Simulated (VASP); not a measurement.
# EuS (Fm-3m) in VASP: a series of runs

The runs below take EuS through single point, with PBEsol.

All numbers are computed with VASP 6.6.1; they aren't measurements. Logs are shortened: lines on timing, memory, paths and dates and some standing lists are left out, and cuts for length are marked.

**1. The cell of the first run**

Symmetry: Fm-3m, No. 225, cubic system. The conventional cell has a = 5.835 Å, b = 5.835 Å, c = 5.835 Å, α = 90.00°, β = 90.00°, γ = 90.00°. Eu (site symmetry m-3m) has 6 S at 2.92 Å within 3.8 Å. Within 3.8 Å of S (site symmetry m-3m) lie 6 Eu at 2.92 Å.

**2. Single point, PBEsol, collinear spin, ferromagnetic start**

INCAR

```
ALGO = Normal ; EDIFF = 1E-6
ENCUT = 600 ; GGA = PS
GGA_COMPAT = False ; ISIF = 2
ISMEAR = -1 ; ISPIN = 2
LASPH = True ; LCHARG = True
LELF = True ; LMAXMIX = 6
LORBIT = 11 ; LREAL = False
LVHAR = True ; LWAVE = False
MAGMOM = 9.1 0 ; NBANDS = 22
NELM = 200 ; PREC = Accurate
SIGMA = 0.1
```

KPOINTS

```
k-points
0
Gamma
  10 10 10
```

POSCAR

```
EuS
1.0
    0.0000000000      2.9176972248      2.9176972248
    2.9176972248      0.0000000000      2.9176972248
    2.9176972248      2.9176972248      0.0000000000
Eu S
1 1
Direct
    0.0000000000      0.0000000000      0.0000000000
    0.5000000000      0.5000000000      0.5000000000
```

Potentials or basis: VASP PAW PBE potentials, release 64 (Eu, S).

Launch:

```
> cat potpaw_PBE.64/Eu/POTCAR potpaw_PBE.64/S/POTCAR > POTCAR
> mpirun -np 1 vasp_std > vasp.out
```

OUTCAR:

```text
EDIFF = 1E-6
   ENCUT = 600
   GGA = PS
   ISIF = 2
   ISMEAR = -1
   ISPIN = 2
   LASPH = True
   LORBIT = 11
   LREAL = False
   NELM = 200
   PREC = Accurate

 ion  position               nearest neighbor table
   1  0.000  0.000  0.000-   2 2.92   2 2.92   2 2.92   2 2.92   2 2.92   2 2.92
   2  0.500  0.500  0.500-   1 2.92   1 2.92   1 2.92   1 2.92   1 2.92   1 2.92

  LATTYP: Found a face centered cubic cell.
 ALAT       =     5.8353944496

  Lattice vectors:

 A1 = (   0.0000000000,   2.9176972248,   2.9176972248)
 A2 = (   2.9176972248,   0.0000000000,   2.9176972248)
 A3 = (   2.9176972248,   2.9176972248,   0.0000000000)

Analysis of symmetry for initial positions (statically):
=====================================================================
 Subroutine PRICEL returns:
 Original cell was already a primitive cell.

 Routine SETGRP: Setting up the symmetry group for a
 face centered cubic supercell.

 Subroutine GETGRP returns: Found 48 space group operations
 (whereof 48 operations were pure point group operations)
 out of a pool of 48 trial point group operations.

The static configuration has the point symmetry O_h .

Analysis of symmetry for dynamics (positions and initial velocities):
=====================================================================
 Subroutine PRICEL returns:
 Original cell was already a primitive cell.

 Routine SETGRP: Setting up the symmetry group for a
 face centered cubic supercell.

 Subroutine GETGRP returns: Found 48 space group operations
 (whereof 48 operations were pure point group operations)
 out of a pool of 48 trial point group operations.

The dynamic configuration has the point symmetry O_h .

Analysis of structural, dynamic, and magnetic symmetry:
=====================================================================
 Subroutine PRICEL returns:
 Original cell was already a primitive cell.

 Routine SETGRP: Setting up the symmetry group for a
 face centered cubic supercell.

 Subroutine GETGRP returns: Found 48 space group operations
 (whereof 48 operations were pure point group operations)
 out of a pool of 48 trial point group operations.

The overall configuration has the point symmetry O_h .

 Subroutine INISYM returns: Found 48 space group operations
 (whereof 48 operations are pure point group operations),
 and found     1 'primitive' translations

----------------------------------------------------------------------------------------

                                     Primitive cell

  volume of cell :      49.6765

  direct lattice vectors                    reciprocal lattice vectors
     0.000000000  2.917697225  2.917697225    -0.171368021  0.171368021  0.171368021
     2.917697225  0.000000000  2.917697225     0.171368021 -0.171368021  0.171368021
     2.917697225  2.917697225  0.000000000     0.171368021  0.171368021 -0.171368021

  length of vectors
     4.126246986  4.126246986  4.126246986     0.296818120  0.296818120  0.296818120

  position of ions in fractional coordinates (direct lattice)
     0.000000000  0.000000000  0.000000000
     0.500000000  0.500000000  0.500000000

  ion indices of the primitive-cell ions
   primitive index   ion index
                 1           1
                 2           2

----------------------------------------------------------------------------------------

 KPOINTS: k-points

Automatic generation of k-mesh.
 Grid dimensions read from file:
 generate k-points for:   10   10   10

 Generating k-lattice:

  Cartesian coordinates                     Fractional coordinates (reciprocal lattice)
    -0.017136802  0.017136802  0.017136802     0.100000000  0.000000000  0.000000000
     0.017136802 -0.017136802  0.017136802     0.000000000  0.100000000  0.000000000
     0.017136802  0.017136802 -0.017136802     0.000000000  0.000000000  0.100000000

  Length of vectors
     0.029681812  0.029681812  0.029681812

  Shift w.r.t. Gamma in fractional coordinates (k-lattice)
     0.000000000  0.000000000  0.000000000

 Subroutine IBZKPT returns following result:
 ===========================================

 Found     47 irreducible k-points:

 Following reciprocal coordinates:
            Coordinates               Weight
  0.000000  0.000000  0.000000      1.000000
  0.100000  0.000000  0.000000      8.000000
  0.200000  0.000000  0.000000      8.000000
  0.300000  0.000000  0.000000      8.000000
  0.400000  0.000000  0.000000      8.000000
  0.500000  0.000000  0.000000      4.000000
[... 16 lines left out ...]
  0.300000  0.300000  0.000000      6.000000
  0.400000  0.300000  0.000000     24.000000
 [... further k-points ...]
   k-points           NKPTS =     47   k-points in BZ     NKDIM =     47   number of bands    NBANDS=     22
   number of dos      NEDOS =    301   number of ions     NIONS =      2
   total plane-waves  NPLWV =  46656
   dimension x,y,z NGX =    36 NGY =   36 NGZ =   36
   dimension x,y,z NGXF=    72 NGYF=   72 NGZF=   72
   ions per type =               1   1
   NGX,Y,Z   is equivalent  to a cutoff of  14.50, 14.50, 14.50 a.u.
   NGXF,Y,Z  is equivalent  to a cutoff of  29.01, 29.01, 29.01 a.u.
 SYSTEM =  unknown system
   PREC   = accura    normal or accurate (medium, high low for compatibility)
   ISTART =      0    job   : 0-new  1-cont  2-samecut
   ICHARG =      2    charge: 1-file 2-atom 10-const
   ISPIN  =      2    spin polarized calculation?
   LNONCOLLINEAR =      F non collinear calculations
   LSORBIT =      F    spin-orbit coupling
   LASPH  =      T    aspherical Exc in radial PAW
   ENCUT  =  600.0 eV  44.10 Ry    6.64 a.u.   8.24  8.24  8.24*2*pi/ulx,y,z
   NELM   =    200;   NELMIN=  2; NELMDL= -5     # of ELM steps
   EDIFF  = 0.1E-05   stopping-criterion for ELM
   LREAL  =      F    real-space projection
   EDIFFG = 0.1E-04   stopping-criterion for IOM
   NSW    =      0    number of steps for IOM
   IBRION =     -1    ionic relax: 0-MD 1-quasi-New 2-CG
   NFREE  =      0    steps in history (QN), initial steepest desc. (CG)
   ISIF   =      2    stress and relaxation
   ISYM   =      2    0-nonsym 1-usesym 2-fastsym
   POTIM  = 0.5000    time-step for ionic-motion
   TEBEG  =    0.0;   TEEND  =   0.0 temperature during run
   PSTRESS=    0.0 pullay stress
   NELECT =      23.0000    total number of electrons
   NUPDOWN=      -1.0000    fix difference up-down
   EMIN   =  10.00;   EMAX   =-10.00  energy-range for DOS
   EFERMI =   0.00;   METHOD = LEGACY
   ISMEAR =    -1;   SIGMA  =   0.10  broadening in eV -4-tet -1-fermi 0-gaus
   EFERMI_NEDOS =   21; number of points for ismear=-14 and -15
   IALGO  =     38    algorithm
   IMIX   =      4    mixing-type and parameters
     AMIX     =   0.40;   BMIX     =  1.00
     AMIX_MAG =   1.60;   BMIX_MAG =  1.00
  volume/ion in A,a.u.               =      24.84       167.62
  Fermi-wavevector in a.u.,A,eV,Ry     =   1.266486  2.393312 21.823581  1.603988
  Thomas-Fermi vector in A             =   2.399685
   LORBIT       =     11    0 simple, 1 ext, 2 COOP (PROOUT), +10 PAW based schemes
   GGA     = PS    functional components
   LHFCALC =     F    Hartree Fock is set to
   AEXX    =    0.0000 exact exchange contribution
   IVDW    =     0    specifies the selected vdW correction
   LEPSILON=     F    determine dielectric tensor
   LRPA    =     F    only Hartree local field effects (RPA)
 spin polarized calculation
  energy-cutoff  :      600.00
  volume of cell :       49.68
 maximum number of plane-waves:      1676
 NGX is ok and might be reduce to    36
   NGX = 17   NGY = 17   NGZ = 17

 number of electron      23.0000003 magnetization       6.9118234

 Free energy of the ion-electron system (eV)
  ---------------------------------------------------
  ext. energy  EPLUGINS =         0.00000000
  ---------------------------------------------------
  free energy    TOTEN  =       -20.58865732 eV

  energy without entropy =      -20.52791817  energy(sigma->0) =      -20.55828775

 E-fermi :   4.5594     XC(G=0): -10.1389

 val. band max:        4.5442245497   @ k =   0.0000   0.0000   0.0000
 cond. band min:       4.6242616258   @ k =  -0.4000   0.5000   0.1000
 fundamental gap:      0.0800370760
 Fermi energy:         4.5593751383

 spin component 1

 k-point     1 :       0.0000    0.0000    0.0000
  band No.  band energies     occupation
      1     -36.9598      1.00000
      2     -15.6331      1.00000
      3     -15.6331      1.00000
      4     -15.6331      1.00000
      5      -9.0802      1.00000
      6       1.7283      1.00000
[... 14 lines left out ...]
     21       6.4057      0.00000
     22      11.9514      0.00000
[... 552 lines left out ...]
  band No.  band energies     occupation
      1     -36.9409      1.00000
      2     -15.9024      1.00000
      3     -15.7337      1.00000
      4     -15.7225      1.00000
      5      -8.5340      1.00000
      6      -0.0276      1.00000
[... 14 lines left out ...]
     21      10.7441      0.00000
     22      11.8142      0.00000

 [... further k-points ...]

 spin component 2

 k-point     1 :       0.0000    0.0000    0.0000
  band No.  band energies     occupation
      1     -33.9341      1.00000
      2     -13.4004      1.00000
      3     -13.4004      1.00000
      4     -13.4004      1.00000
      5      -9.0541      1.00000
      6       1.9358      1.00000
[... 14 lines left out ...]
     21       9.0842      0.00000
     22      13.0626      0.00000
[... 552 lines left out ...]
  band No.  band energies     occupation
      1     -33.9081      1.00000
      2     -13.7853      1.00000
      3     -13.5341      1.00000
      4     -13.5182      1.00000
      5      -8.4941      1.00000
      6       0.2405      1.00000
[... 14 lines left out ...]
     21      11.5907      0.00000
     22      12.5831      0.00000

 [... further k-points ...]

------------------------ aborting loop because EDIFF is reached ----------------------------------------

  FORCE on cell =-STRESS in cart. coord.  units (eV):
  Direction    XX          YY          ZZ          XY          YZ          ZX
  --------------------------------------------------------------------------------------
  -------------------------------------------------------------------------------------
  Total       -1.0261072     -1.0261072     -1.0261072      0.0000000      0.0000000     -0.0000000
  in kB      -33.0942571    -33.0942571    -33.0942571      0.0000000      0.0000000     -0.0000000
  external PRESSURE =     -33.0942571 kB  Pullay stress =       0.0000000 kB

 VOLUME and BASIS-vectors are now :
 -----------------------------------------------------------------------------
  energy-cutoff  :      600.00
  volume of cell :       49.68
      direct lattice vectors                 reciprocal lattice vectors
     0.000000000  2.917697225  2.917697225    -0.171368021  0.171368021  0.171368021
     2.917697225  0.000000000  2.917697225     0.171368021 -0.171368021  0.171368021
     2.917697225  2.917697225  0.000000000     0.171368021  0.171368021 -0.171368021

 POSITION                                       TOTAL-FORCE (eV/Angst)
 -----------------------------------------------------------------------------------
      0.00000      0.00000      0.00000        -0.000000     -0.000000      0.000000
      2.91770      2.91770      2.91770         0.000000      0.000000     -0.000000
 -----------------------------------------------------------------------------------
    total drift:                               -0.000000      0.000000      0.000000

  FREE ENERGIE OF THE ION-ELECTRON SYSTEM (eV)
  ---------------------------------------------------
  free  energy   TOTEN  =       -20.5886573155 eV

  energy  without entropy=      -20.5279181746  energy(sigma->0) =      -20.55828775

 total charge

# of ion       s       p       d       f       tot
--------------------------------------------------
    1        2.026   5.725   0.361   6.598  14.710
    2        1.311   2.418   0.000   0.000   3.729
--------------------------------------------------
tot          3.337   8.143   0.361   6.598  18.439

 magnetization (x)

# of ion       s       p       d       f       tot
--------------------------------------------------
    1       -0.012  -0.099   0.097   6.560   6.546
    2       -0.007  -0.065   0.000   0.000  -0.072
--------------------------------------------------
tot         -0.019  -0.164   0.097   6.560   6.473
```

Run time: 3.5 min. Hardware: 1 thread of Oxide Virtual Turin-like, shared host; peak memory 0.28 GiB.

What came out:

```
Free energy                                           : -20.5887 eV
Pressure                                              : -3.3 GPa
Net moment                                            : 6.91 μB per cell
Site moments                                          : Eu +6.55; S -0.07 μB
Valence electrons inside the program's atomic spheres : Eu 14.71; S 3.73
```

Levels at points of the mesh, in eV from the Fermi level:
Spin up:
| k point | band 13 | band 14 | band 15 | band 16 | band 17 | band 18 |
| --- | --- | --- | --- | --- | --- | --- |
| (0.00, 0.00, 0.00) | -0.02 | -0.02 | -0.02 | 0.92 | 0.92 | 0.92 |
| (0.50, 0.00, 0.00) | -0.45 | -0.41 | -0.39 | 3.00 | 3.33 | 3.73 |
| (0.50, 0.50, 0.00) | -0.47 | -0.42 | -0.20 | -0.20 | 3.08 | 3.44 |
Spin down:
| k point | band 5 | band 6 | band 7 | band 8 | band 9 | band 10 | band 11 | band 12 |
| --- | --- | --- | --- | --- | --- | --- | --- | --- |
| (0.00, 0.00, 0.00) | -13.61 | -2.62 | -2.62 | -2.62 | 1.60 | 1.66 | 1.66 | 1.66 |
| (0.50, 0.00, 0.00) | -12.45 | -5.38 | -3.90 | -3.90 | 2.72 | 3.83 | 3.83 | 4.11 |
| (0.50, 0.50, 0.00) | -13.24 | -3.78 | -2.97 | -2.97 | -0.46 | 3.94 | 4.00 | 4.08 |

Caveat: the cell stands under tension; the PAW data sets were made with another functional, which shifts forces and pressure a little; spin-orbit coupling is left out, which moves the levels of the heavy elements; a cell with one magnetic atom can't hold antiferromagnetic order, which such compounds often take; semilocal functionals describe open f shells poorly, which spoils levels, moments and volumes. With open d or f shells a metallic result of PBEsol can be an artefact of self-interaction; +U or a hybrid may open a gap.

**3. Single point, PBEsol, collinear spin, ferromagnetic start**

This run uses another cell than the first one, of 25.37 Å³/atom.

INCAR

```
PREC = Accurate ; ENCUT = 600
EDIFF = 1E-6 ; ISMEAR = -1
SIGMA = 0.1 ; LREAL = F
LASPH = T ; NELM = 200
ALGO = Normal ; ISIF = 2
LWAVE = F ; LCHARG = F
ISPIN = 2 ; MAGMOM = 9.1 0
LORBIT = 11 ; LMAXMIX = 6
GGA = PS ; NBANDS = 22
GGA_COMPAT = F
```

KPOINTS

```
regular mesh
0
Gamma
  10 10 10
```

POSCAR

```
EuS
1.0
    0.0000000000      2.9382450654      2.9382450654
    2.9382450654      0.0000000000      2.9382450654
    2.9382450654      2.9382450654      0.0000000000
Eu S
1 1
Direct
    0.0000000000      0.0000000000      0.0000000000
    0.5000000000      0.5000000000      0.5000000000
```

Potentials or basis: VASP PAW PBE potentials, release 64 (Eu, S).

Launch:

```
> cat potpaw_PBE.64/Eu/POTCAR potpaw_PBE.64/S/POTCAR > POTCAR
> mpirun -np 1 vasp_std > vasp.out
```

Run time: 2.5 min. Hardware: 1 thread of Oxide Virtual Turin-like, shared host; peak memory 0.28 GiB.

Results (log left out):

```
Free energy                                           : -20.5638 eV
Pressure                                              : -4.3 GPa
Net moment                                            : 6.92 μB per cell
Site moments                                          : Eu +6.55; S -0.07 μB
Valence electrons inside the program's atomic spheres : Eu 14.70; S 3.72
```

Levels at points of the mesh, in eV from the Fermi level:
Spin up:
| k point | band 13 | band 14 | band 15 | band 16 | band 17 | band 18 |
| --- | --- | --- | --- | --- | --- | --- |
| (0.00, 0.00, 0.00) | -0.04 | -0.04 | -0.04 | 0.88 | 0.93 | 0.93 |
| (0.50, 0.00, 0.00) | -0.45 | -0.41 | -0.40 | 2.92 | 3.25 | 3.66 |
| (0.50, 0.50, 0.00) | -0.47 | -0.42 | -0.21 | -0.21 | 3.04 | 3.30 |
Spin down:
| k point | band 6 | band 7 | band 8 | band 9 | band 10 | band 11 |
| --- | --- | --- | --- | --- | --- | --- |
| (0.00, 0.00, 0.00) | -2.63 | -2.63 | -2.63 | 1.47 | 1.68 | 1.68 |
| (0.50, 0.00, 0.00) | -5.33 | -3.86 | -3.86 | 2.70 | 3.84 | 3.84 |
| (0.50, 0.50, 0.00) | -3.79 | -2.98 | -2.98 | -0.41 | 3.90 | 4.00 |

Caveat: the cell stands under tension; the PAW data sets were made with another functional, which shifts forces and pressure a little; spin-orbit coupling is left out, which moves the levels of the heavy elements; a cell with one magnetic atom can't hold antiferromagnetic order, which such compounds often take; semilocal functionals describe open f shells poorly, which spoils levels, moments and volumes.

**4. Single point, PBEsol, collinear spin, ferromagnetic start**

This run uses another cell than the first one, of 25.90 Å³/atom.

INCAR

```
PREC = Accurate
ENCUT = 600
EDIFF = 1E-6
ISMEAR = -1
SIGMA = 0.1
LREAL = False
LASPH = True
NELM = 200
ALGO = Normal
ISIF = 2
LWAVE = False
LCHARG = True
ISPIN = 2
MAGMOM = 9.1 0
LORBIT = 11
LMAXMIX = 6
GGA = PS
LELF = True
LVHAR = True
NBANDS = 22
GGA_COMPAT = False
```

KPOINTS

```
Automatic mesh
0
Gamma
  10 10 10
```

POSCAR

```
EuS
1.0
    0.0000000000      2.9585094648      2.9585094648
    2.9585094648      0.0000000000      2.9585094648
    2.9585094648      2.9585094648      0.0000000000
Eu S
1 1
Direct
    0.0000000000      0.0000000000      0.0000000000
    0.5000000000      0.5000000000      0.5000000000
```

Launch:

```
> cat potpaw_PBE.64/Eu/POTCAR potpaw_PBE.64/S/POTCAR > POTCAR
> mpirun -np 1 vasp_std > vasp.out
```

Run time: 1.9 min. Hardware: 1 thread of Oxide Virtual Turin-like, shared host; peak memory 0.29 GiB.

Results (log left out):

- Free energy: -20.5331 eV
- Pressure: -5.1 GPa
- Net moment: 6.93 μB per cell
- Site moments: Eu +6.56; S -0.07 μB
- Valence electrons inside the program's atomic spheres: Eu 14.70; S 3.72

Levels at points of the mesh, in eV from the Fermi level:
Spin up:
| k point | band 11 | band 12 | band 13 | band 14 | band 15 | band 16 | band 17 | band 18 | band 19 | band 20 |
| --- | --- | --- | --- | --- | --- | --- | --- | --- | --- | --- |
| (0.00, 0.00, 0.00) | -0.41 | -0.41 | -0.06 | -0.06 | -0.06 | 0.75 | 0.93 | 0.93 | 0.93 | 1.83 |
| (0.50, 0.00, 0.00) | -0.54 | -0.45 | -0.45 | -0.42 | -0.40 | 2.85 | 3.18 | 3.59 | 3.59 | 6.61 |
| (0.50, 0.50, 0.00) | -0.49 | -0.47 | -0.47 | -0.42 | -0.23 | -0.23 | 3.00 | 3.18 | 4.50 | 4.65 |
Spin down:
```tsv
k point	band 5	band 6	band 7	band 8	band 9	band 10	band 11	band 12
(0.00, 0.00, 0.00)	-13.53	-2.64	-2.64	-2.64	1.34	1.68	1.68	1.68
(0.50, 0.00, 0.00)	-12.50	-5.27	-3.83	-3.83	2.68	3.85	3.85	3.96
(0.50, 0.50, 0.00)	-13.17	-3.80	-2.99	-2.99	-0.36	3.86	3.87	4.01
```

Caveat: the cell stands under tension; the PAW data sets were made with another functional, which shifts forces and pressure a little; spin-orbit coupling is left out, which moves the levels of the heavy elements; a cell with one magnetic atom can't hold antiferromagnetic order, which such compounds often take; semilocal functionals describe open f shells poorly, which spoils levels, moments and volumes.

**5. The runs side by side**

| cell | gap on the mesh (eV) | pressure (GPa) | moment (μB) |
| --- | --- | --- | --- |
| a = 4.126 Å, angles 60.0°, 2 atoms | none | -3.3 | 6.91 |
| a = 4.155 Å, angles 60.0°, 2 atoms | none | -4.3 | 6.92 |
| a = 4.184 Å, angles 60.0°, 2 atoms | none | -5.1 | 6.93 |

Alike in all rows: task single point; level PBEsol; potentials or basis VASP PAW PBE potentials, release 64 (Eu, S); spin collinear, ferromagnetic start; k mesh 10 × 10 × 10; cutoff (eV) 600; smearing fermi-dirac 0.1 eV.

Caveats: the cell stands under tension; the PAW data sets were made with another functional, which shifts forces and pressure a little; spin-orbit coupling is left out, which moves the levels of the heavy elements; a cell with one magnetic atom can't hold antiferromagnetic order, which such compounds often take; semilocal functionals describe open f shells poorly, which spoils levels, moments and volumes.

Total energies depend on the potentials used, so only differences within one code and one set of settings carry meaning.

The gap in the log of VASP goes by the Fermi energy; the results here count the filled bands.